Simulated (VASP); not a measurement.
Input of a VASP 6.6.1 run:

The input INCAR:

```
ALGO = Normal ; EDIFF = 1E-6
ENCUT = 520 ; GGA = PE
ISIF = 2 ; ISMEAR = -1
LASPH = T ; LCHARG = F
LREAL = F ; LWAVE = F
NBANDS = 16 ; NELM = 100
PREC = Accurate ; SIGMA = 0.05
```

The input KPOINTS:

```
k-points
0
Gamma
  12 12 9
```

File POSCAR:

```
ZrB2
1.0
    3.2066493363      0.0000000000      0.0000000000
   -1.6033246682      2.7770397863      0.0000000000
    0.0000000000      0.0000000000      3.5663211014
Zr B
1 2
Direct
    0.0000000000      0.0000000000      0.0000000000
    0.3333333333      0.6666666667      0.5000000000
    0.6666666667      0.3333333333      0.5000000000
```

Potentials or basis: VASP PAW PBE potentials, release 64 (Zr_sv, B).

The run is started by

```sh
$ cat potpaw_PBE.64/Zr_sv/POTCAR potpaw_PBE.64/B/POTCAR > POTCAR
$ mpirun -np 1 vasp_std > vasp.out
```

Problem. What does it give for the band gap on the k mesh?

Solution. Zero (band 9 reaches 10.89 eV, above the bottom of band 10 at 9.66 eV).

Problem. Predict the pressure.

Solution. -6.5 GPa.

Stress tensor (GPa, compression positive):
```
-7.26  0.00  0.00
 0.00 -7.26  0.00
 0.00  0.00 -5.02
```
